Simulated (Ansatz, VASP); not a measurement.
**Two plane-wave programs on RbCl**

```
Rb Cl
1.0
     0.01637    3.27400    3.27400
     3.27400    0.01637    3.27400
     3.29037    3.29037    0.00000
Rb Cl
1 1
Direct
  0.00000 0.00000 0.00000
  0.50000 0.50000 0.50000
```

Alike in both runs: task single point; functional PBEsol; k mesh 6 × 6 × 6; occupations fermi-dirac, width 0.05 eV; no spin polarisation.

|  | VASP | Ansatz |
| --- | --- | --- |
| version | VASP 6.6.1 | Ansatz 0.2.0 |
| potentials or method | VASP PAW PBE potentials, release 64 (Rb_sv, Cl), cutoff 500 eV | plane waves, PAW |
| valence electrons in the cell | 16 | 16 |

|  | VASP | Ansatz | Ansatz less VASP |
| --- | --- | --- | --- |
| pressure (GPa) | 0.0 | 0.0 | -0.01 |
| traceless stress, the component that is largest in VASP (GPa) | -0.05 | -0.05 | 0.000 |

VASP's potentials were made for PBE, not for PBEsol.
